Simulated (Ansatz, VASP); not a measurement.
# Two plane-wave programs on CuO

Contents of POSCAR:

```
CuO
1.0
    0.1896038200     -2.1722883700     -2.0431441000
   -2.0197235200      0.1062952100     -1.9598354900
    2.3832003700      2.2858393900     -4.3894430400
Cu O
2 2
Direct
    0.4562322400      0.5306856300      0.4854117400
    0.9742842800      0.9858673900      0.0243612000
    0.8016626700      0.7447211200      0.7392802400
    0.2678208100      0.2387258700      0.2509468100
```

File INCAR.step1:

```
SYSTEM = CuO
PREC = Accurate
ENCUT = 520
ISMEAR = -1
SIGMA = 0.05
LREAL = .False.
LASPH = .True.
NELM = 150
LMAXMIX = 4
LDAU = .True.
LDAUTYPE = 2
LDAUL = 2 -1
LDAUU = 4 0
LDAUJ = 0 0
NBANDS = 25
GGA = PE
ALGO = Normal
EDIFF = 1E-4
LWAVE = .True.
LCHARG = .False.
```

File INCAR.step2:

```
SYSTEM = CuO
PREC = Accurate
ENCUT = 520
EDIFF = 1E-6
ISMEAR = -1
SIGMA = 0.05
LREAL = .False.
LASPH = .True.
NELM = 150
ALGO = Normal
ISIF = 2
LWAVE = .False.
LCHARG = .False.
LMAXMIX = 4
LDAU = .True.
LDAUTYPE = 2
LDAUL = 2 -1
LDAUU = 4 0
LDAUJ = 0 0
LDAUPRINT = 1
METAGGA = R2SCAN
LMIXTAU = .True.
NBANDS = 25
ISTART = 1
```

Contents of KPOINTS:

```
regular mesh
0
Gamma
  10 10 5
  0 0 0
```

Contents of input.yaml:

```yaml
crystal:
  lattice:
    - [0.18960382, -2.17228837, -2.0431441]
    - [-2.01972352, 0.10629521, -1.95983549]
    - [2.38320037, 2.28583939, -4.38944304]
  atoms:
    - { symbol: Cu, position: [0.45623224, 0.53068563, 0.48541174] }
    - { symbol: Cu, position: [0.97428428, 0.98586739, 0.0243612] }
    - { symbol: O, position: [0.80166267, 0.74472112, 0.73928024] }
    - { symbol: O, position: [0.26782081, 0.23872587, 0.25094681] }
hamiltonian:
  xc: r2scan
  pseudopotentials: { kind: paw }
  hubbard: { sites: [{ species: Cu, l: d, u_eff: 4.0 }] }
kpoints:
  mp_grid: { grid: [10, 10, 5] }
  band_path:
    path:
      - [[0.0, 0.0, -0.5], [0.0, 0.0, 0.0], [-0.5, 0.0, 0.0]]
      - [[-0.5, 0.0, -0.5], [0.0, 0.0, 0.0], [0.5, 0.5, 0.5]]
      - [[0.5, 0.5, 0.0], [0.0, 0.0, 0.0], [0.0, 0.5, 0.5]]
      - [[0.0, 0.5, 0.0], [0.0, 0.0, 0.0]]
    npoints: 14
scf:
  occupations: { method: fermi_dirac, width: 0.05 }
  n_extra_bands: 10
output:
  forces: true
  stress: true
  eigenvalues: true
  fatbands: true
  write_density: true
  write_potential: true
  elf: true
  volumetric_format: npy
```

Alike in both runs: functional r2SCAN; k mesh 10 × 10 × 5; occupations fermi-dirac, width 0.05 eV; no spin polarisation; Hubbard terms Cu d U = 4.0 eV.

|  | VASP | Ansatz |
| --- | --- | --- |
| version | VASP 6.6.1 | Ansatz 0.2.0 |
| potentials or method | VASP PAW PBE potentials, release 64 (Cu, O) | Ansatz PAW |
| plane-wave cutoff (eV) | 520 | 500 |
| valence electrons in the cell | 34 | 50 |
| task | single point | band structure |

Ansatz gave:

* gap on the k mesh at the Fermi level (eV): none
* pressure (GPa): -8.8
* traceless stress, the component that is largest in VASP (GPa): 8.19
* rms of the force components (eV/Å): 0.711

**Question.** Estimate VASP's values.

**Answer.** gap on the k mesh at the Fermi level (eV): none; pressure (GPa): -12.6; traceless stress, the component that is largest in VASP (GPa): 9.06; rms of the force components (eV/Å): 0.675.

VASP's potentials were made for PBE, not for r2SCAN. The programs project onto different local orbitals, so the same U acts differently, and such runs can settle in different states. Atom by atom the forces differ by 0.053 eV/Å (rms over components). A gap of «none» marks a metal or a gap that the smearing closes. VASP's potentials hold 34 valence electrons a cell and Ansatz's 50, so a difference there can come from the potentials and not from the codes.
